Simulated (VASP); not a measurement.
# MgAu (Pm-3m) in VASP: further runs

The runs below take MgAu through single point, with LDA.

All numbers are computed with VASP 6.6.1; they aren't measurements. Logs are shortened: lines on timing, memory, paths and dates and some standing lists are left out, and cuts for length are marked.

## Step 1: The cell of the first run

It takes space group Pm-3m (No. 221, cubic). Conventional cell: a = 3.192 Å, b = 3.192 Å, c = 3.192 Å, α = 90.00°, β = 90.00°, γ = 90.00°. Within 3.6 Å of Mg (site symmetry m-3m) lie 8 Au at 2.76 Å and 6 Mg at 3.19 Å. Within 3.6 Å of Au (site symmetry m-3m) lie 8 Mg at 2.76 Å and 6 Au at 3.19 Å.

## Step 2: Single point, LDA (volume scaled by 0.94)

Input file INCAR:

```
SYSTEM = MgAu
ALGO = Normal
EDIFF = 1E-6
ENCUT = 520
ISIF = 2
ISMEAR = -1
LASPH = .TRUE.
LCHARG = .TRUE.
LELF = .TRUE.
LREAL = .FALSE.
LVHAR = .TRUE.
LWAVE = .FALSE.
NBANDS = 14
NELM = 80
PREC = Accurate
SIGMA = 0.05
```

Input file KPOINTS:

```
k-points
0
G
  13 13 13
  0 0 0
```

Input file POSCAR:

```
MgAu
1.0
    3.1924711283      0.0000000000      0.0000000000
    0.0000000000      3.1924711283      0.0000000000
    0.0000000000      0.0000000000      3.1924711283
Mg Au
1 1
Direct
    0.5000000000      0.5000000000      0.5000000000
    0.0000000000      0.0000000000      0.0000000000
```

Potentials or basis: VASP PAW LDA potentials, release 64 (Mg, Au).

Run with:

```
cat potpaw_LDA.64/Mg/POTCAR potpaw_LDA.64/Au/POTCAR > POTCAR
mpirun -np 1 vasp_std > vasp.out
```

OUTCAR:

```text
SYSTEM = MgAu
   EDIFF = 1E-6
   ENCUT = 520
   ISIF = 2
   ISMEAR = -1
   LASPH = .TRUE.
   LREAL = .FALSE.
   NELM = 80
   PREC = Accurate

 ion  position               nearest neighbor table
   1  0.500  0.500  0.500-   2 2.76   2 2.76   2 2.76   2 2.76   2 2.76   2 2.76   2 2.76   2 2.76

   2  0.000  0.000  0.000-   1 2.76   1 2.76   1 2.76   1 2.76   1 2.76   1 2.76   1 2.76   1 2.76

  LATTYP: Found a simple cubic cell.
 ALAT       =     3.1924711283

  Lattice vectors:

 A1 = (   3.1924711283,   0.0000000000,   0.0000000000)
 A2 = (   0.0000000000,   3.1924711283,   0.0000000000)
 A3 = (   0.0000000000,   0.0000000000,   3.1924711283)

Analysis of symmetry for initial positions (statically):
=====================================================================
 Subroutine PRICEL returns:
 Original cell was already a primitive cell.

 Routine SETGRP: Setting up the symmetry group for a
 simple cubic supercell.

 Subroutine GETGRP returns: Found 48 space group operations
 (whereof 48 operations were pure point group operations)
 out of a pool of 48 trial point group operations.

The static configuration has the point symmetry O_h .

Analysis of symmetry for dynamics (positions and initial velocities):
=====================================================================
 Subroutine PRICEL returns:
 Original cell was already a primitive cell.

 Routine SETGRP: Setting up the symmetry group for a
 simple cubic supercell.

 Subroutine GETGRP returns: Found 48 space group operations
 (whereof 48 operations were pure point group operations)
 out of a pool of 48 trial point group operations.

The dynamic configuration has the point symmetry O_h .

 Subroutine INISYM returns: Found 48 space group operations
 (whereof 48 operations are pure point group operations),
 and found     1 'primitive' translations

----------------------------------------------------------------------------------------

                                     Primitive cell

  volume of cell :      32.5373

  direct lattice vectors                    reciprocal lattice vectors
     3.192471128  0.000000000  0.000000000     0.313236975  0.000000000  0.000000000
     0.000000000  3.192471128  0.000000000     0.000000000  0.313236975  0.000000000
     0.000000000  0.000000000  3.192471128     0.000000000  0.000000000  0.313236975

  length of vectors
     3.192471128  3.192471128  3.192471128     0.313236975  0.313236975  0.313236975

  position of ions in fractional coordinates (direct lattice)
     0.500000000  0.500000000  0.500000000
     0.000000000  0.000000000  0.000000000

  ion indices of the primitive-cell ions
   primitive index   ion index
                 1           1
                 2           2

----------------------------------------------------------------------------------------

 KPOINTS: k-points

Automatic generation of k-mesh.
 Grid dimensions read from file:
 generate k-points for:   13   13   13

 Generating k-lattice:

  Cartesian coordinates                     Fractional coordinates (reciprocal lattice)
     0.024095152  0.000000000  0.000000000     0.076923077  0.000000000  0.000000000
     0.000000000  0.024095152  0.000000000     0.000000000  0.076923077  0.000000000
     0.000000000  0.000000000  0.024095152     0.000000000  0.000000000  0.076923077

  Length of vectors
     0.024095152  0.024095152  0.024095152

  Shift w.r.t. Gamma in fractional coordinates (k-lattice)
     0.000000000  0.000000000  0.000000000

 Subroutine IBZKPT returns following result:
 ===========================================

 Found     84 irreducible k-points:

 Following reciprocal coordinates:
            Coordinates               Weight
  0.000000  0.000000  0.000000      1.000000
  0.076923  0.000000  0.000000      6.000000
  0.153846  0.000000  0.000000      6.000000
  0.230769  0.000000  0.000000      6.000000
  0.307692  0.000000  0.000000      6.000000
  0.384615  0.000000  0.000000      6.000000
[... 16 lines left out ...]
  0.307692  0.307692  0.000000     12.000000
  0.384615  0.307692  0.000000     24.000000
 [... further k-points ...]
   k-points           NKPTS =     84   k-points in BZ     NKDIM =     84   number of bands    NBANDS=     14
   number of dos      NEDOS =    301   number of ions     NIONS =      2
   total plane-waves  NPLWV =  13824
   dimension x,y,z NGX =    24 NGY =   24 NGZ =   24
   dimension x,y,z NGXF=    48 NGYF=   48 NGZF=   48
   ions per type =               1   1
   NGX,Y,Z   is equivalent  to a cutoff of  12.50, 12.50, 12.50 a.u.
   NGXF,Y,Z  is equivalent  to a cutoff of  25.00, 25.00, 25.00 a.u.
 SYSTEM =  MgAu
   PREC   = accura    normal or accurate (medium, high low for compatibility)
   ISTART =      0    job   : 0-new  1-cont  2-samecut
   ICHARG =      2    charge: 1-file 2-atom 10-const
   ISPIN  =      1    spin polarized calculation?
   LNONCOLLINEAR =      F non collinear calculations
   LSORBIT =      F    spin-orbit coupling
   LASPH  =      T    aspherical Exc in radial PAW
   ENCUT  =  520.0 eV  38.22 Ry    6.18 a.u.   5.94  5.94  5.94*2*pi/ulx,y,z
   NELM   =     80;   NELMIN=  2; NELMDL= -5     # of ELM steps
   EDIFF  = 0.1E-05   stopping-criterion for ELM
   LREAL  =      F    real-space projection
   EDIFFG = 0.1E-04   stopping-criterion for IOM
   NSW    =      0    number of steps for IOM
   IBRION =     -1    ionic relax: 0-MD 1-quasi-New 2-CG
   NFREE  =      0    steps in history (QN), initial steepest desc. (CG)
   ISIF   =      2    stress and relaxation
   ISYM   =      2    0-nonsym 1-usesym 2-fastsym
   POTIM  = 0.5000    time-step for ionic-motion
   TEBEG  =    0.0;   TEEND  =   0.0 temperature during run
   PSTRESS=    0.0 pullay stress
   NELECT =      13.0000    total number of electrons
   NUPDOWN=      -1.0000    fix difference up-down
   EMIN   =  10.00;   EMAX   =-10.00  energy-range for DOS
   EFERMI =   0.00;   METHOD = LEGACY
   ISMEAR =    -1;   SIGMA  =   0.05  broadening in eV -4-tet -1-fermi 0-gaus
   EFERMI_NEDOS =   21; number of points for ismear=-14 and -15
   IALGO  =     38    algorithm
   IMIX   =      4    mixing-type and parameters
     AMIX     =   0.40;   BMIX     =  1.00
     AMIX_MAG =   1.60;   BMIX_MAG =  1.00
  volume/ion in A,a.u.               =      16.27       109.79
  Fermi-wavevector in a.u.,A,eV,Ry     =   1.205764  2.278564 19.781058  1.453867
  Thomas-Fermi vector in A             =   2.341451
   LORBIT       =      0    0 simple, 1 ext, 2 COOP (PROOUT), +10 PAW based schemes
   GGA     = CA    functional components
   LHFCALC =     F    Hartree Fock is set to
   AEXX    =    0.0000 exact exchange contribution
   IVDW    =     0    specifies the selected vdW correction
   LEPSILON=     F    determine dielectric tensor
   LRPA    =     F    only Hartree local field effects (RPA)
 non-spin polarized calculation
  energy-cutoff  :      520.00
  volume of cell :       32.54
 maximum number of plane-waves:       897
 NGX is ok and might be reduce to    24
   NGX = 11   NGY = 11   NGZ = 11

 number of electron      13.0000003 magnetization

 Free energy of the ion-electron system (eV)
  ---------------------------------------------------
  ext. energy  EPLUGINS =         0.00000000
  ---------------------------------------------------
  free energy    TOTEN  =        -7.61256298 eV

  energy without entropy =       -7.60752872  energy(sigma->0) =       -7.61004585

 E-fermi :   7.3832     XC(G=0): -11.5702

 val. band max:        7.3180718449   @ k =   0.3077   0.0000   0.0000
 cond. band min:       7.3864259369   @ k =   0.4615   0.4615   0.0000
 fundamental gap:      0.0683540920
 Fermi energy:         7.3832284154

 k-point     1 :       0.0000    0.0000    0.0000
  band No.  band energies     occupation
      1      -2.2310      2.00000
      2       1.1846      2.00000
      3       1.1846      2.00000
      4       3.1697      2.00000
      5       3.1697      2.00000
      6       3.1697      2.00000
      7      12.9228      0.00000
      8      12.9228      0.00000
      9      12.9228      0.00000
     10      16.6178      0.00000
     11      16.6178      0.00000
     12      18.3388      0.00000
     13      25.1654      0.00000
     14      25.1654      0.00000

 k-point     2 :       0.0769    0.0000    0.0000
  band No.  band energies     occupation
      1      -2.1311      2.00000
      2       1.2019      2.00000
      3       1.2348      2.00000
      4       3.1191      2.00000
      5       3.1191      2.00000
      6       3.1755      2.00000
      7      12.0981      0.00000
      8      13.0603      0.00000
      9      13.0603      0.00000
     10      16.5097      0.00000
     11      17.0839      0.00000
     12      18.8666      0.00000
     13      24.8148      0.00000
     14      24.8152      0.00000

 k-point     3 :       0.1538    0.0000    0.0000
  band No.  band energies     occupation
      1      -1.8397      2.00000
      2       1.2504      2.00000
      3       1.3816      2.00000
      4       2.9832      2.00000
      5       2.9832      2.00000
      6       3.1916      2.00000
      7      10.5307      0.00000
      8      13.4521      0.00000
      9      13.4521      0.00000
     10      16.2163      0.00000
     11      17.5351      0.00000
     12      20.4827      0.00000
     13      23.8671      0.00000
     14      23.8671      0.00000

 k-point     4 :       0.2308    0.0000    0.0000
  band No.  band energies     occupation
      1      -1.3857      2.00000
      2       1.3202      2.00000
      3       1.6165      2.00000
      4       2.8019      2.00000
      5       2.8019      2.00000
      6       3.2143      2.00000
      7       8.8792      0.00000
      8      14.0448      0.00000
      9      14.0448      0.00000
     10      15.8173      0.00000
     11      17.8683      0.00000
     12      22.5534      0.00000
     13      22.6786      0.00000
     14      22.6786      0.00000

 k-point     5 :       0.3077    0.0000    0.0000
  band No.  band energies     occupation
      1      -0.8304      2.00000
      2       1.3962      2.00000
      3       1.9336      2.00000
      4       2.6207      2.00000
      5       2.6207      2.00000
      6       3.2386      2.00000
      7       7.3181      1.57272
      8      14.7625      0.00000
      9      14.7625      0.00000
     10      15.4109      0.00000
     11      18.2463      0.00000
[... 276 lines left out ...]
 k-point    22 :       0.4615    0.2308    0.0000
  band No.  band energies     occupation
      1       0.7588      2.00000
      2       1.2706      2.00000
      3       2.0442      2.00000
      4       2.4507      2.00000
      5       2.9115      2.00000
      6       4.0607      2.00000
      7       5.3087      2.00000
      8      11.7986      0.00000
      9      13.8737      0.00000
     10      17.6161      0.00000
     11      18.1724      0.00000
     12      19.6225      0.00000
     13      21.2706      0.00000
     14      23.4793      0.00000

 k-point    23 :       0.3077    0.3077    0.0000
  band No.  band energies     occupation
      1       0.3542      2.00000
      2       1.3847      2.00000
      3       2.5171      2.00000
      4       2.6421      2.00000
      5       2.6807      2.00000
      6       2.7141      2.00000
      7       8.1577      0.00000
      8       9.4471      0.00000
      9      14.5540      0.00000
     10      16.8653      0.00000
     11      18.6772      0.00000
     12      21.0689      0.00000
     13      21.3000      0.00000
     14      23.2390      0.00000

 k-point    24 :       0.3846    0.3077    0.0000
  band No.  band energies     occupation
      1       0.6899      2.00000
      2       1.2392      2.00000
      3       2.5550      2.00000
      4       2.6071      2.00000
      5       2.7209      2.00000
      6       3.3597      2.00000
      7       7.0008      1.99905
      8       9.6838      0.00000
      9      13.6827      0.00000
     10      17.7596      0.00000
     11      18.6229      0.00000
     12      20.3931      0.00000
     13      20.9245      0.00000
     14      23.3226      0.00000

 [... further k-points ...]

------------------------ aborting loop because EDIFF is reached ----------------------------------------

  FORCE on cell =-STRESS in cart. coord.  units (eV):
  Direction    XX          YY          ZZ          XY          YZ          ZX
  --------------------------------------------------------------------------------------
  -------------------------------------------------------------------------------------
  Total        0.4543183      0.4543183      0.4543183      0.0000000      0.0000000     -0.0000000
  in kB       22.3712310     22.3712310     22.3712310      0.0000000      0.0000000     -0.0000000
  external PRESSURE =      22.3712310 kB  Pullay stress =       0.0000000 kB

 VOLUME and BASIS-vectors are now :
 -----------------------------------------------------------------------------
  energy-cutoff  :      520.00
  volume of cell :       32.54
      direct lattice vectors                 reciprocal lattice vectors
     3.192471128  0.000000000  0.000000000     0.313236975  0.000000000  0.000000000
     0.000000000  3.192471128  0.000000000     0.000000000  0.313236975  0.000000000
     0.000000000  0.000000000  3.192471128     0.000000000  0.000000000  0.313236975

 POSITION                                       TOTAL-FORCE (eV/Angst)
 -----------------------------------------------------------------------------------
      1.59624      1.59624      1.59624         0.000000      0.000000      0.000000
      0.00000      0.00000      0.00000         0.000000      0.000000      0.000000
 -----------------------------------------------------------------------------------
    total drift:                                0.000000      0.000000      0.000000

  FREE ENERGIE OF THE ION-ELECTRON SYSTEM (eV)
  ---------------------------------------------------
  free  energy   TOTEN  =        -7.6125629847 eV

  energy  without entropy=       -7.6075287184  energy(sigma->0) =       -7.61004585
```

Wall time 14 s (1 thread of Intel Xeon 6975P-C, shared host); peak memory 0.16 GiB.

What came out:

| Quantity | Value |
| --- | --- |
| Free energy | -7.6126 eV |
| Pressure | 2.2 GPa |

Levels at points of the mesh, in eV from the Fermi level:
```csv
k point,band 3,band 4,band 5,band 6,band 7,band 8,band 9,band 10
"(0.00, 0.00, 0.00)",-6.20,-4.21,-4.21,-4.21,5.54,5.54,5.54,9.23
```

Caveat: spin-orbit coupling is left out, which moves the levels of the heavy elements.

[end of part 1 of 2]
